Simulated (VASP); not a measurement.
The system is Bi3S.

```
Bi S
1.0
     3.65189    0.00000    0.00000
     0.00000    3.65189    0.00000
     0.00000    0.00000    8.19650
Bi S
3 1
Direct
  0.00000 0.00000 0.70778
  0.00000 0.00000 0.29222
  0.50000 0.50000 0.00000
  0.50000 0.50000 0.50000
```

The cell was built from a structure type or drawn by symmetry, and may not be a known phase.

| Quantity | Value |
| --- | --- |
| Program | VASP 6.6.1 |
| Task | relaxation of cell and atoms |
| Functional | PBE |
| Potentials or basis | VASP PAW PBE potentials, release 64 (Bi_d, S) |
| Cutoff | 600 eV |
| k mesh | 6 × 6 × 2 |
| Occupations | gaussian, width 0.1 eV |
| Spin | no spin polarisation |

At the start: pressure 0.7 GPa; volume 27.33 Å³/atom.

Q: Where does the relaxation end?

A: Over 9 steps the energy falls by 8.2 meV/atom and the volume is 27.51 Å³/atom (+0.7 %); space group P4/mmm (No. 123, to 0.1 Å) before and after.

Step by step:
```tsv
step	energy change (eV)	largest force (eV/Å)	pressure (GPa)	volume (Å³)
1	0.0000	0.0491	0.69	109.31
2	-0.0178	0.0666	-0.43	111.18
3	-0.0196	0.0600	-0.83	111.91
4	-0.0310	0.0511	-0.34	110.85
5	-0.0315	0.0794	-0.22	110.63
6	-0.0315	0.0831	-0.21	110.60
7	-0.0323	0.0616	0.05	110.07
8	-0.0324	0.0562	0.12	109.94
9	-0.0328	0.0273	0.03	110.05
```

Final structure:
```
Bi S
1.0
     3.72143    0.00000    0.00000
     0.00000    3.72143    0.00000
     0.00000    0.00000    7.94613
Bi S
3 1
Direct
  0.00000 0.00000 0.70800
  0.00000 0.00000 0.29200
  0.50000 0.50000 0.00000
  0.50000 0.50000 0.50000
```

Caveat: the k points lie up to 0.40 Å⁻¹ apart in the final cell, too coarse for converged energies and pressures of a metal.
